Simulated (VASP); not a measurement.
Runs of VASP 6.6.1 on Tl. The structure is that of space group P6_3/mmc (No. 194), or close to it. The cells are those of the table. 

| task | spin | cell | k mesh | cutoff (eV) | gap on the mesh (eV) | pressure (GPa) |
| --- | --- | --- | --- | --- | --- | --- |
| single point | non-collinear, zero start, SOC | a = 3.456, b = 3.456, c = 5.525 Å, angles 90.0, 90.0, 120.0°, 2 atoms | 7 × 7 × 4 | 520 | - | (b) |
| relaxation of cell and atoms | off | relaxed to 5 GPa from a = 3.456, b = 3.456, c = 5.525 Å, angles 90.0, 90.0, 120.0°, 2 atoms | 9 × 9 × 5 | 600 | none | 5.0 |
| relaxation of cell and atoms | off | relaxed to 10 GPa from a = 3.456, b = 3.456, c = 5.525 Å, angles 90.0, 90.0, 120.0°, 2 atoms | 9 × 9 × 5 | 600 | none | 10.0 |
| single point | off | a = 3.207, b = 3.207, c = 5.414 Å, angles 90.0, 90.0, 120.0°, 2 atoms | 9 × 9 × 5 | 520 | none | (a) |
| single point | off | a = 3.107, b = 3.107, c = 5.246 Å, angles 90.0, 90.0, 120.0°, 2 atoms | 9 × 9 × 5 | 520 | none | 19.9 |
| relaxation of cell and atoms | off | relaxed to 20 GPa from a = 3.456, b = 3.456, c = 5.525 Å, angles 90.0, 90.0, 120.0°, 2 atoms | 9 × 9 × 5 | 600 | none | 20.0 |
| single point | off | a = 3.042, b = 3.042, c = 5.121 Å, angles 90.0, 90.0, 120.0°, 2 atoms | 9 × 9 × 5 | 520 | none | 30.0 |
| single point | off | a = 3.403, b = 3.403, c = 5.712 Å, angles 90.0, 90.0, 120.0°, 2 atoms | 9 × 9 × 5 | 520 | none | -0.1 |

Alike in all rows: level PBEsol; potentials or basis VASP PAW PBE potentials, release 64 (Tl_d); smearing fermi-dirac 0.05 eV.

Task: Fill in the values left out.

Result: (a) 9.9; (b) -0.4.

Caveats: the PAW data sets were made with another functional, which shifts forces and pressure a little; spin-orbit coupling is left out, which moves the levels of the heavy elements (at least some runs); the cell is relaxed towards a set pressure, so the run minimises the enthalpy, not the energy (at least some runs); the cell stands under pressure (at least some runs).

A k mesh can miss the band edges, and rows without SOC leave out spin-orbit coupling on Tl.

A gap of «none» marks levels without a gap at the run's occupations.
